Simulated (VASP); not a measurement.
# AlN (R-3m) in VASP: a series of runs, part 2 of 2

VASP 6.6.1.

## Step 4: Single point, PBE

This run uses another cell than the first one, of 7.08 Å³/atom, 0.778 times its volume.

INCAR

```
SYSTEM = AlN
PREC = Accurate
ENCUT = 520
EDIFF = 1E-6
ISMEAR = 0
SIGMA = 0.05
LREAL = .FALSE.
LASPH = .TRUE.
NELM = 100
ALGO = Normal
ISIF = 2
LWAVE = .FALSE.
LCHARG = .FALSE.
GGA = PE
NBANDS = 11
```

KPOINTS

```
regular mesh
0
G
  10 10 10
  0 0 0
```

POSCAR

```
AlN
1.0
   -0.1141104761      1.8646839068      1.8646839068
    1.8646839068     -0.1141104761      1.8646839068
    1.8646839068      1.8646839068     -0.1141104761
Al N
1 1
Direct
    0.5000000000      0.5000000000      0.5000000000
    0.0000000000      0.0000000000      0.0000000000
```

Potentials or basis: VASP PAW PBE potentials, release 64 (Al, N).

Started as:

```bash
> cat potpaw_PBE.64/Al/POTCAR potpaw_PBE.64/N/POTCAR > POTCAR
> mpirun -np 1 vasp_std > vasp.out
```

OUTCAR:

```text
SYSTEM = AlN
   PREC = Accurate
   ENCUT = 520
   EDIFF = 1E-6
   ISMEAR = 0
   LREAL = .FALSE.
   LASPH = .TRUE.
   NELM = 100
   ISIF = 2
   GGA = PE

 ion  position               nearest neighbor table
   1  0.500  0.500  0.500-   2 1.92   2 1.92   2 1.92   2 1.92   2 1.92   2 1.92
   2  0.000  0.000  0.000-   1 1.92   1 1.92   1 1.92   1 1.92   1 1.92   1 1.92

  LATTYP: Found a trigonal (rhomboedric) cell.
 ALAT       =     2.6395290007
 COS(alpha) =     0.4379842819

  Lattice vectors:

 A1 = (  -0.1141104761,   1.8646839068,   1.8646839068)
 A2 = (   1.8646839068,  -0.1141104761,   1.8646839068)
 A3 = (   1.8646839068,   1.8646839068,  -0.1141104761)

Analysis of symmetry for initial positions (statically):
=====================================================================
 Subroutine PRICEL returns:
 Original cell was already a primitive cell.

 Routine SETGRP: Setting up the symmetry group for a
 trigonal (rhombohedral) supercell.

 Subroutine GETGRP returns: Found 12 space group operations
 (whereof 12 operations were pure point group operations)
 out of a pool of 12 trial point group operations.

The static configuration has the point symmetry D_3d.

Analysis of symmetry for dynamics (positions and initial velocities):
=====================================================================
 Subroutine PRICEL returns:
 Original cell was already a primitive cell.

 Routine SETGRP: Setting up the symmetry group for a
 trigonal (rhombohedral) supercell.

 Subroutine GETGRP returns: Found 12 space group operations
 (whereof 12 operations were pure point group operations)
 out of a pool of 12 trial point group operations.

The dynamic configuration has the point symmetry D_3d.

 Subroutine INISYM returns: Found 12 space group operations
 (whereof 12 operations are pure point group operations),
 and found     1 'primitive' translations

----------------------------------------------------------------------------------------

                                     Primitive cell

  volume of cell :      14.1560

  direct lattice vectors                    reciprocal lattice vectors
    -0.114110476  1.864683907  1.864683907    -0.244703650  0.260654566  0.260654566
     1.864683907 -0.114110476  1.864683907     0.260654566 -0.244703650  0.260654566
     1.864683907  1.864683907 -0.114110476     0.260654566  0.260654566 -0.244703650

  length of vectors
     2.639529001  2.639529001  2.639529001     0.442449412  0.442449412  0.442449412

  position of ions in fractional coordinates (direct lattice)
     0.500000000  0.500000000  0.500000000
     0.000000000  0.000000000  0.000000000

  ion indices of the primitive-cell ions
   primitive index   ion index
                 1           1
                 2           2

----------------------------------------------------------------------------------------

 KPOINTS: regular mesh

Automatic generation of k-mesh.
 Grid dimensions read from file:
 generate k-points for:   10   10   10

 Generating k-lattice:

  Cartesian coordinates                     Fractional coordinates (reciprocal lattice)
    -0.024470365  0.026065457  0.026065457     0.100000000  0.000000000 -0.000000000
     0.026065457 -0.024470365  0.026065457     0.000000000  0.100000000 -0.000000000
     0.026065457  0.026065457 -0.024470365     0.000000000  0.000000000  0.100000000

  Length of vectors
     0.044244941  0.044244941  0.044244941

  Shift w.r.t. Gamma in fractional coordinates (k-lattice)
     0.000000000  0.000000000  0.000000000

 Subroutine IBZKPT returns following result:
 ===========================================

 Found    116 irreducible k-points:

 Following reciprocal coordinates:
            Coordinates               Weight
  0.000000  0.000000  0.000000      1.000000
  0.100000  0.000000  0.000000      6.000000
  0.200000  0.000000  0.000000      6.000000
  0.300000  0.000000  0.000000      6.000000
  0.400000  0.000000  0.000000      6.000000
  0.500000  0.000000  0.000000      3.000000
[... 16 lines left out ...]
  0.300000  0.300000  0.000000      6.000000
  0.400000  0.300000  0.000000     12.000000
 [... further k-points ...]
   k-points           NKPTS =    116   k-points in BZ     NKDIM =    116   number of bands    NBANDS=     11
   number of dos      NEDOS =    301   number of ions     NIONS =      2
   total plane-waves  NPLWV =   8000
   dimension x,y,z NGX =    20 NGY =   20 NGZ =   20
   dimension x,y,z NGXF=    40 NGYF=   40 NGZF=   40
   ions per type =               1   1
   NGX,Y,Z   is equivalent  to a cutoff of  12.60, 12.60, 12.60 a.u.
   NGXF,Y,Z  is equivalent  to a cutoff of  25.19, 25.19, 25.19 a.u.
 SYSTEM =  AlN
   PREC   = accura    normal or accurate (medium, high low for compatibility)
   ISTART =      0    job   : 0-new  1-cont  2-samecut
   ICHARG =      2    charge: 1-file 2-atom 10-const
   ISPIN  =      1    spin polarized calculation?
   LNONCOLLINEAR =      F non collinear calculations
   LSORBIT =      F    spin-orbit coupling
   LASPH  =      T    aspherical Exc in radial PAW
   ENCUT  =  520.0 eV  38.22 Ry    6.18 a.u.   4.91  4.91  4.91*2*pi/ulx,y,z
   NELM   =    100;   NELMIN=  2; NELMDL= -5     # of ELM steps
   EDIFF  = 0.1E-05   stopping-criterion for ELM
   LREAL  =      F    real-space projection
   EDIFFG = 0.1E-04   stopping-criterion for IOM
   NSW    =      0    number of steps for IOM
   IBRION =     -1    ionic relax: 0-MD 1-quasi-New 2-CG
   NFREE  =      0    steps in history (QN), initial steepest desc. (CG)
   ISIF   =      2    stress and relaxation
   ISYM   =      2    0-nonsym 1-usesym 2-fastsym
   POTIM  = 0.5000    time-step for ionic-motion
   TEBEG  =    0.0;   TEEND  =   0.0 temperature during run
   PSTRESS=    0.0 pullay stress
   NELECT =       8.0000    total number of electrons
   NUPDOWN=      -1.0000    fix difference up-down
   EMIN   =  10.00;   EMAX   =-10.00  energy-range for DOS
   EFERMI =   0.00;   METHOD = LEGACY
   ISMEAR =     0;   SIGMA  =   0.05  broadening in eV -4-tet -1-fermi 0-gaus
   EFERMI_NEDOS =   21; number of points for ismear=-14 and -15
   IALGO  =     38    algorithm
   IMIX   =      4    mixing-type and parameters
     AMIX     =   0.40;   BMIX     =  1.00
     AMIX_MAG =   1.60;   BMIX_MAG =  1.00
  volume/ion in A,a.u.               =       7.08        47.76
  Fermi-wavevector in a.u.,A,eV,Ry     =   1.353499  2.557742 24.925327  1.831960
  Thomas-Fermi vector in A             =   2.480749
   LORBIT       =      0    0 simple, 1 ext, 2 COOP (PROOUT), +10 PAW based schemes
   GGA     = PE    functional components
   LHFCALC =     F    Hartree Fock is set to
   AEXX    =    0.0000 exact exchange contribution
   IVDW    =     0    specifies the selected vdW correction
   LEPSILON=     F    determine dielectric tensor
   LRPA    =     F    only Hartree local field effects (RPA)
 non-spin polarized calculation
 Gauss-broadening in eV      SIGMA  =   0.05
  energy-cutoff  :      520.00
  volume of cell :       14.16
 maximum number of plane-waves:       392
   NGX =  9   NGY =  9   NGZ =  9

 number of electron       7.9999999 magnetization

 Free energy of the ion-electron system (eV)
  ---------------------------------------------------
  ext. energy  EPLUGINS =         0.00000000
  ---------------------------------------------------
  free energy    TOTEN  =       -13.92127976 eV

  energy without entropy =      -13.92127976  energy(sigma->0) =      -13.92127976

 E-fermi :  13.1778     XC(G=0): -13.0354

 val. band max:       12.9620260568   @ k =   0.0000   0.0000   0.0000
 cond. band min:      16.5319441638   @ k =   0.5000   0.5000   0.0000
 fundamental gap:      3.5699181070
 Fermi energy:        13.1777642055

 k-point     1 :       0.0000    0.0000    0.0000
  band No.  band energies     occupation
      1      -6.9154      2.00000
      2      11.7250      2.00000
      3      11.7250      2.00000
      4      12.9620      2.00000
      5      19.7968      0.00000
      6      23.7532      0.00000
      7      23.7532      0.00000
      8      27.5038      0.00000
      9      30.1046      0.00000
     10      31.2286      0.00000
     11      31.2286      0.00000
[... 309 lines left out ...]
 k-point    24 :       0.4000    0.3000    0.0000
  band No.  band energies     occupation
      1      -3.3612      2.00000
      2       5.5444      2.00000
      3       8.3970      2.00000
      4      10.1964      2.00000
      5      18.4831      0.00000
      6      20.4460      0.00000
      7      25.7874      0.00000
      8      30.0952      0.00000
      9      30.5702      0.00000
     10      35.9244      0.00000
     11      39.1243      0.00000

 [... further k-points ...]
[... 5 lines left out ...]
  --------------------------------------------------------------------------------------
  -------------------------------------------------------------------------------------
  Total        5.5147054      5.5147054      5.5147054      1.8352348      1.8352348      1.8352348
  in kB      624.1548417    624.1548417    624.1548417    207.7120357    207.7120357    207.7120357
  external PRESSURE =     624.1548417 kB  Pullay stress =       0.0000000 kB

 VOLUME and BASIS-vectors are now :
 -----------------------------------------------------------------------------
  energy-cutoff  :      520.00
  volume of cell :       14.16
      direct lattice vectors                 reciprocal lattice vectors
    -0.114110476  1.864683907  1.864683907    -0.244703650  0.260654566  0.260654566
     1.864683907 -0.114110476  1.864683907     0.260654566 -0.244703650  0.260654566
     1.864683907  1.864683907 -0.114110476     0.260654566  0.260654566 -0.244703650

 POSITION                                       TOTAL-FORCE (eV/Angst)
 -----------------------------------------------------------------------------------
      1.80763      1.80763      1.80763        -0.000000     -0.000000     -0.000000
      0.00000      0.00000      0.00000         0.000000      0.000000      0.000000
 -----------------------------------------------------------------------------------
    total drift:                                0.000000     -0.000000     -0.000000

  FREE ENERGIE OF THE ION-ELECTRON SYSTEM (eV)
  ---------------------------------------------------
  free  energy   TOTEN  =       -13.9212797633 eV

  energy  without entropy=      -13.9212797633  energy(sigma->0) =      -13.92127976
```

OSZICAR:

```text
N       E                     dE             d eps       ncg     rms          rms(c)
DAV:   1     0.824446969004E+01    0.82445E+01   -0.41812E+03  2603   0.681E+02
DAV:   2    -0.153024370134E+02   -0.23547E+02   -0.22271E+02  3154   0.134E+02
DAV:   3    -0.158574940028E+02   -0.55506E+00   -0.55419E+00  3100   0.179E+01
DAV:   4    -0.158590656084E+02   -0.15716E-02   -0.15715E-02  2840   0.104E+00
DAV:   5    -0.158590762437E+02   -0.10635E-04   -0.10635E-04  3032   0.863E-02    0.835E+00
DAV:   6    -0.139679597328E+02    0.18911E+01   -0.68991E+00  2906   0.149E+01    0.312E+00
DAV:   7    -0.139272237526E+02    0.40736E-01   -0.31066E-01  2961   0.380E+00    0.200E+00
DAV:   8    -0.139216576865E+02    0.55661E-02   -0.15380E-02  2768   0.107E+00    0.390E-01
DAV:   9    -0.139212437386E+02    0.41395E-03   -0.15441E-03  2945   0.254E-01    0.178E-01
DAV:  10    -0.139212894049E+02   -0.45666E-04   -0.16573E-04  2878   0.914E-02    0.678E-02
DAV:  11    -0.139212798321E+02    0.95728E-05   -0.33086E-05  2972   0.347E-02    0.796E-03
DAV:  12    -0.139212797633E+02    0.68806E-07   -0.78142E-07  1489   0.793E-03
   1 F= -.13921280E+02 E0= -.13921280E+02  d E =-.231770E-12
```

stdout:

```text
POSCAR found type information on POSCAR AlN
 POSCAR found :  2 types and       2 ions
 scaLAPACK will be used
 LDA part: xc-table for (Slater+PW92), standard interpolation
 POSCAR, INCAR and KPOINTS ok, starting setup
 FFT: planning ... GRIDC
 FFT: planning ... GRID_SOFT
 FFT: planning ... GRID
 WAVECAR not read
 entering main loop
```

It took 21 s on 1 thread of Intel Xeon 8259CL, shared host; peak memory 0.13 GiB.

Results:

```yaml
Free_energy: -13.9213 eV
Pressure: 62.4 GPa
Band_gap_on_the_k_mesh: 3.57 eV, indirect (least direct gap 6.83 eV)
```

Levels at points of the mesh, in eV from the valence-band top:
```
           k point  band 1  band 2  band 3  band 4  band 5  band 6  band 7  band 8  band 9
(0.00, 0.00, 0.00)  -19.88   -1.24   -1.24    0.00    6.83   10.79   10.79   14.54   17.14
(0.50, 0.00, 0.00)  -16.14  -10.41   -2.36   -1.51    6.56   11.41   13.05   14.08   17.59
(0.50, 0.50, 0.00)  -14.72   -9.29   -4.74   -3.28    3.57    6.00   14.74   18.47   19.80
(0.50, 0.50, 0.50)  -15.33   -9.53   -2.92   -2.92    4.97    9.94    9.94   15.79   16.22
```

A k mesh can miss the band edges.

## Step 5: Single point, PBE

This run uses another cell than the first one, of 7.08 Å³/atom, 0.778 times its volume.

INCAR

```
SYSTEM = AlN
PREC     = Accurate       ! precision mode
ENCUT    = 520            ! plane-wave cutoff, eV
EDIFF    = 1E-7           ! SCF threshold, eV
ISMEAR   = 0              ! smearing method
SIGMA    = 0.05           ! smearing width, eV
LREAL    = .False.        ! projectors in reciprocal space
LASPH    = .True.         ! aspherical terms in the spheres
NELM     = 60             ! most SCF steps
ALGO     = Normal         ! electronic algorithm
ISIF     = 2              ! what is computed and relaxed
LWAVE    = .False.        ! write WAVECAR
LCHARG   = .False.        ! write CHGCAR
GGA      = PE             ! functional
NBANDS   = 11             ! bands
```

KPOINTS

```
Automatic mesh
0
Gamma
  10 10 10
  0 0 0
```

POSCAR

```
AlN
1.0
    0.1176153125      1.9805822470      1.9805822470
    1.9805822470      0.1176153125      1.9805822470
    1.9805822470      1.9805822470      0.1176153125
Al N
1 1
Direct
    0.5000000000      0.5000000000      0.5000000000
    0.0000000000      0.0000000000      0.0000000000
```

Started as:

```bash
> cat potpaw_PBE.64/Al/POTCAR potpaw_PBE.64/N/POTCAR > POTCAR
> mpirun -np 1 vasp_std > vasp.out
```

Wall time 25 s (1 thread of Intel Xeon 8259CL, shared host); peak memory 0.14 GiB.

It converged, with:

- Free energy: -13.8955 eV
- Pressure: 62.6 GPa
- Band gap on the k mesh: 3.85 eV, indirect (least direct gap 6.62 eV)

Stress tensor (GPa, compression positive):
```
 62.59 -25.62 -25.62
-25.62  62.59 -25.62
-25.62 -25.62  62.59
```

Levels at points of the mesh, in eV from the valence-band top:
```tsv
k point	band 1	band 2	band 3	band 4	band 5	band 6	band 7	band 8
(0.00, 0.00, 0.00)	-19.59	-1.57	0.00	0.00	6.62	11.19	13.13	13.13
(0.50, 0.00, 0.00)	-15.45	-9.67	-2.62	-1.64	5.84	11.06	11.92	14.85
(0.50, 0.50, 0.00)	-14.42	-9.00	-4.41	-3.01	3.85	6.29	14.88	19.45
(0.50, 0.50, 0.50)	-16.21	-10.57	-1.15	-1.15	8.07	13.38	13.38	13.85
```

A k mesh can miss the band edges. A hybrid or GW would open this gap; PBE tends to underestimate it.

## Step 6: Summary

```csv
cell,gap on the mesh (eV),pressure (GPa)
"a = 3.083 Å, angles 54.8°, 2 atoms",2.44,-15.3
"a = 2.846 Å, angles 65.4°, 2 atoms",2.18,-15.6
"a = 2.640 Å, angles 64.0°, 2 atoms",3.57,62.4
"a = 2.803 Å, angles 56.1°, 2 atoms",3.85,62.6
```

Alike in all rows: task single point; level PBE; potentials or basis VASP PAW PBE potentials, release 64 (Al, N); no spin polarisation; k mesh 10 × 10 × 10; cutoff (eV) 520; smearing gaussian 0.05 eV.

Absolute energies hang on the potentials; compare differences alone.
